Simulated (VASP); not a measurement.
# Zr (P6_3/mmc) in VASP: a series of runs, part 2 of 2

VASP 6.6.1.

### 4 Relaxation of cell and atoms, PBE

This run uses another cell than the first one, of 23.28 Å³/atom.

File INCAR:

```
SYSTEM = Zr
PREC = Accurate ; ENCUT = 600
EDIFF = 1E-6 ; ISMEAR = 0
SIGMA = 0.1 ; LREAL = .False.
LASPH = .True. ; NELM = 100
ALGO = Fast ; ISIF = 3
LWAVE = .False. ; LCHARG = .False.
GGA = PE ; IBRION = 2
NSW = 100 ; EDIFFG = -0.005
```

File KPOINTS:

```
regular mesh
0
Gamma
  15 15 8
  0 0 0
```

File POSCAR:

```
Zr
1.0
    3.2320000000      0.0000000000      0.0000000000
   -1.6160000000      2.7989941050      0.0000000000
    0.0000000000      0.0000000000      5.1470000000
Zr
2
Direct
    0.3333333333      0.6666666667      0.2500000000
    0.6666666667      0.3333333333      0.7500000000
```

Potentials or basis: VASP PAW PBE potentials, release 64 (Zr_sv).

Launch:

```console
cat potpaw_PBE.64/Zr_sv/POTCAR > POTCAR
mpirun -np 1 vasp_std > vasp.out
```

OUTCAR:

```text
SYSTEM = Zr
   PREC = Accurate
   ENCUT = 600
   EDIFF = 1E-6
   ISMEAR = 0
   LREAL = .False.
   LASPH = .True.
   NELM = 100
   ISIF = 3
   GGA = PE
   IBRION = 2
   NSW = 100
   EDIFFG = -0.005

 ion  position               nearest neighbor table
   1  0.333  0.667  0.250-   2 3.18   2 3.18   2 3.18   2 3.18   2 3.18   2 3.18
   2  0.667  0.333  0.750-   1 3.18   1 3.18   1 3.18   1 3.18   1 3.18   1 3.18

  LATTYP: Found a hexagonal cell.
 ALAT       =     3.2320000000
 C/A-ratio  =     1.5925123762

  Lattice vectors:

 A1 = (   3.2320000000,   0.0000000000,   0.0000000000)
 A2 = (  -1.6160000000,   2.7989941050,   0.0000000000)
 A3 = (   0.0000000000,   0.0000000000,   5.1470000000)

Analysis of symmetry for initial positions (statically):
=====================================================================
 Subroutine PRICEL returns:
 Original cell was already a primitive cell.

 Routine SETGRP: Setting up the symmetry group for a
 hexagonal supercell.

 Subroutine GETGRP returns: Found 24 space group operations
 (whereof 12 operations were pure point group operations)
 out of a pool of 24 trial point group operations.

The static configuration has the point symmetry D_3d.
 The point group associated with its full space group is D_6h.

Analysis of symmetry for dynamics (positions and initial velocities):
=====================================================================
 Subroutine PRICEL returns:
 Original cell was already a primitive cell.

 Routine SETGRP: Setting up the symmetry group for a
 hexagonal supercell.

 Subroutine GETGRP returns: Found 24 space group operations
 (whereof 12 operations were pure point group operations)
 out of a pool of 24 trial point group operations.

The dynamic configuration has the point symmetry D_3d.
 The point group associated with its full space group is D_6h.

 Subroutine INISYM returns: Found 24 space group operations
 (whereof 12 operations are pure point group operations),
 and found     1 'primitive' translations

----------------------------------------------------------------------------------------

                                     Primitive cell

  volume of cell :      46.5616

  direct lattice vectors                    reciprocal lattice vectors
     3.232000000  0.000000000  0.000000000     0.309405941  0.178635603  0.000000000
    -1.616000000  2.798994105  0.000000000     0.000000000  0.357271206  0.000000000
     0.000000000  0.000000000  5.147000000     0.000000000  0.000000000  0.194287935

  length of vectors
     3.232000000  3.232000000  5.147000000     0.357271206  0.357271206  0.194287935

  position of ions in fractional coordinates (direct lattice)
     0.333333333  0.666666667  0.250000000
     0.666666667  0.333333333  0.750000000

  ion indices of the primitive-cell ions
   primitive index   ion index
                 1           1
                 2           2

----------------------------------------------------------------------------------------

 KPOINTS: regular mesh

Automatic generation of k-mesh.
[... 48 lines left out ...]
   k-points           NKPTS =    135   k-points in BZ     NKDIM =    135   number of bands    NBANDS=     16
   number of dos      NEDOS =    301   number of ions     NIONS =      2
   total plane-waves  NPLWV =  32928
   dimension x,y,z NGX =    28 NGY =   28 NGZ =   42
   dimension x,y,z NGXF=    56 NGYF=   56 NGZF=   84
   ions per type =               2
   NGX,Y,Z   is equivalent  to a cutoff of  14.40, 14.40, 13.57 a.u.
   NGXF,Y,Z  is equivalent  to a cutoff of  28.80, 28.80, 27.13 a.u.
 SYSTEM =  Zr
   PREC   = accura    normal or accurate (medium, high low for compatibility)
   ISTART =      0    job   : 0-new  1-cont  2-samecut
   ICHARG =      2    charge: 1-file 2-atom 10-const
   ISPIN  =      1    spin polarized calculation?
   LNONCOLLINEAR =      F non collinear calculations
   LSORBIT =      F    spin-orbit coupling
   LASPH  =      T    aspherical Exc in radial PAW
   ENCUT  =  600.0 eV  44.10 Ry    6.64 a.u.   6.46  6.46 10.28*2*pi/ulx,y,z
   NELM   =    100;   NELMIN=  2; NELMDL= -5     # of ELM steps
   EDIFF  = 0.1E-05   stopping-criterion for ELM
   LREAL  =      F    real-space projection
   EDIFFG = -.5E-02   stopping-criterion for IOM
   NSW    =    100    number of steps for IOM
   IBRION =      2    ionic relax: 0-MD 1-quasi-New 2-CG
   NFREE  =      1    steps in history (QN), initial steepest desc. (CG)
   ISIF   =      3    stress and relaxation
   ISYM   =      2    0-nonsym 1-usesym 2-fastsym
   POTIM  = 0.5000    time-step for ionic-motion
   TEBEG  =    0.0;   TEEND  =   0.0 temperature during run
   PSTRESS=    0.0 pullay stress
   NELECT =      24.0000    total number of electrons
   NUPDOWN=      -1.0000    fix difference up-down
   EMIN   =  10.00;   EMAX   =-10.00  energy-range for DOS
   EFERMI =   0.00;   METHOD = LEGACY
   ISMEAR =     0;   SIGMA  =   0.10  broadening in eV -4-tet -1-fermi 0-gaus
   EFERMI_NEDOS =   21; number of points for ismear=-14 and -15
   IALGO  =     68    algorithm
   IMIX   =      4    mixing-type and parameters
     AMIX     =   0.40;   BMIX     =  1.00
     AMIX_MAG =   1.60;   BMIX_MAG =  1.00
  volume/ion in A,a.u.               =      23.28       157.11
  Fermi-wavevector in a.u.,A,eV,Ry     =   1.312611  2.480475 23.442130  1.722948
  Thomas-Fermi vector in A             =   2.442991
   LORBIT       =      0    0 simple, 1 ext, 2 COOP (PROOUT), +10 PAW based schemes
   GGA     = PE    functional components
   LHFCALC =     F    Hartree Fock is set to
   AEXX    =    0.0000 exact exchange contribution
   IVDW    =     0    specifies the selected vdW correction
   LEPSILON=     F    determine dielectric tensor
   LRPA    =     F    only Hartree local field effects (RPA)
 conjugate gradient relaxation of ions
 non-spin polarized calculation
 RMM-DIIS sequential band-by-band and
 Gauss-broadening in eV      SIGMA  =   0.10
  energy-cutoff  :      600.00
  volume of cell :       46.56
 maximum number of plane-waves:      1582
 NGX is ok and might be reduce to    28
   NGX = 13   NGY = 13   NGZ = 21

--------------------------------------- Ionic step        1  -------------------------------------------

 number of electron      24.0000000 magnetization

 Free energy of the ion-electron system (eV)
  ---------------------------------------------------
  ext. energy  EPLUGINS =         0.00000000
  ---------------------------------------------------
  free energy    TOTEN  =       -17.04548961 eV

  energy without entropy =      -17.03563241  energy(sigma->0) =      -17.04056101

------------------------ aborting loop because EDIFF is reached ----------------------------------------

  FORCE on cell =-STRESS in cart. coord.  units (eV):
  Direction    XX          YY          ZZ          XY          YZ          ZX
  --------------------------------------------------------------------------------------
  -------------------------------------------------------------------------------------
  Total        0.0896145      0.0896145      0.2323354      0.0000000     -0.0000000      0.0000000
  in kB        3.0836236      3.0836236      7.9946331      0.0000000     -0.0000000      0.0000000
  external PRESSURE =       4.7206268 kB  Pullay stress =       0.0000000 kB
[... 95 lines left out ...]
--------------------------------------- Ionic step        4  -------------------------------------------

 number of electron      24.0000000 magnetization

 Free energy of the ion-electron system (eV)
  ---------------------------------------------------
  ext. energy  EPLUGINS =         0.00000000
  ---------------------------------------------------
  free energy    TOTEN  =       -17.04602122 eV

  energy without entropy =      -17.03610929  energy(sigma->0) =      -17.04106526

 E-fermi :   8.9593     XC(G=0): -11.0598

 val. band max:        8.9581570755   @ k =   0.1333  -0.0000   0.1250
 cond. band min:       8.9604884844   @ k =   0.2667   0.2000   0.5000
 fundamental gap:      0.0023314089
 Fermi energy:         8.9593117814

 k-point     1 :       0.0000    0.0000    0.0000
  band No.  band energies     occupation
      1     -39.9082      2.00000
      2     -39.7592      2.00000
      3     -18.4205      2.00000
      4     -17.5615      2.00000
      5     -17.5615      2.00000
      6     -17.4379      2.00000
[... 433 lines left out ...]
      3     -18.1788      2.00000
      4     -18.0172      2.00000
      5     -17.9293      2.00000
      6     -17.8937      2.00000
[... 8 lines left out ...]
     15      10.5361      0.00000
     16      13.1161      0.00000

 [... further k-points ...]

------------------------ aborting loop because EDIFF is reached ----------------------------------------

  FORCE on cell =-STRESS in cart. coord.  units (eV):
  Direction    XX          YY          ZZ          XY          YZ          ZX
  --------------------------------------------------------------------------------------
  -------------------------------------------------------------------------------------
  Total       -0.0009665     -0.0009665      0.0039643     -0.0000000      0.0000000      0.0000000
  in kB       -0.0330937     -0.0330937      0.1357385     -0.0000000      0.0000000      0.0000000
  external PRESSURE =       0.0231837 kB  Pullay stress =       0.0000000 kB
[... 17 lines left out ...]
  FREE ENERGIE OF THE ION-ELECTRON SYSTEM (eV)
  ---------------------------------------------------
  free  energy   TOTEN  =       -17.0460212249 eV

  energy  without entropy=      -17.0361092944  energy(sigma->0) =      -17.04106526

 reached required accuracy - stopping structural energy minimisation
```

CONTCAR:

```text
Zr
   1.00000000000000
     3.2329814554695195    0.0000000000000000    0.0000000000000000
    -1.6164907277347598    2.7998440703692586   -0.0000000000000000
    -0.0000000000000000   -0.0000000000000000    5.1693714773009924
  Zr
     2
Direct
     0.3333333332999970    0.6666666667000030    0.2500000000000000
     0.6666666667000030    0.3333333332999970    0.7500000000000000

  0.00000000E+00  0.00000000E+00  0.00000000E+00
  0.00000000E+00  0.00000000E+00  0.00000000E+00
```

Run time: 4.5 min. Hardware: 1 thread of AMD EPYC 9R45 (Zen 5), shared host; peak memory 0.22 GiB.

Results:

```yaml
Free_energy: -17.0460 eV
Relaxed_volume: 23.40 Å³/atom
Relaxed_cell: a = 3.233 Å, b = 3.233 Å, c = 5.169 Å, α = 90.00°, β = 90.00°, γ = 120.00°
Space_group_after_relaxing_to_0.1_Å: P6_3/mmc (No. 194)
Energy_gained_by_relaxing: 0.3 meV/atom
Ionic_steps: 4
Pressure_after_relaxing: 0.0 GPa
Band_gap_on_the_k_mesh: zero (bands 12 and 13 overlap by 1.18 eV)
```

The path:
| step | energy change (eV) | largest force (eV/Å) | pressure (GPa) | volume (Å³) |
| --- | --- | --- | --- | --- |
| 1 | 0.0000 | 0.0000 | 0.47 | 46.56 |
| 2 | -0.0002 | 0.0000 | -0.50 | 47.03 |
| 3 | -0.0005 | 0.0000 | -0.06 | 46.82 |
| 4 | -0.0005 | 0.0000 | 0.00 | 46.79 |

Final structure:
```cif
data_structure
_symmetry_space_group_name_H-M 'P 1'
_symmetry_Int_Tables_number 1
_cell_length_a 3.2330
_cell_length_b 3.2330
_cell_length_c 5.1694
_cell_angle_alpha 90.000
_cell_angle_beta 90.000
_cell_angle_gamma 120.000
_cell_volume 46.79
loop_
_atom_site_label
_atom_site_type_symbol
_atom_site_fract_x
_atom_site_fract_y
_atom_site_fract_z
_atom_site_occupancy
Zr1 Zr 0.33333 0.66667 0.25000 1
Zr2 Zr 0.66667 0.33333 0.75000 1
```

Levels at points of the mesh, in eV from the Fermi level:
```
           k point  band 10  band 11  band 12  band 13  band 14  band 15
(0.00, 0.00, 0.00)    -3.04     0.85     0.85     0.96     1.10     1.53
(0.00, 0.00, 0.50)    -3.98     0.01     0.01     0.76     0.76     0.76
```

### 5 The runs side by side

| task | cell | cutoff (eV) | smearing | gap on the mesh (eV) | pressure (GPa) |
| --- | --- | --- | --- | --- | --- |
| single point | a = 3.233, b = 3.233, c = 5.169 Å, angles 90.0, 90.0, 120.0°, 2 atoms | 520 | gaussian 0.1 eV | none | 0.0 |
| single point | a = 3.228, b = 3.228, c = 5.192 Å, angles 90.0, 90.0, 120.0°, 2 atoms | 520 | fermi-dirac 0.15 eV | none | 0.0 |
| relaxation of cell and atoms | relaxed from a = 3.232, b = 3.232, c = 5.147 Å, angles 90.0, 90.0, 120.0°, 2 atoms | 600 | gaussian 0.1 eV | none | 0.0 |

Alike in all rows: level PBE; potentials or basis VASP PAW PBE potentials, release 64 (Zr_sv); no spin polarisation; k mesh 15 × 15 × 8.

Total energies depend on the potentials used, so only differences within one code and one set of settings carry meaning.

The gap in the log of VASP goes by the Fermi energy; the results here count the filled bands.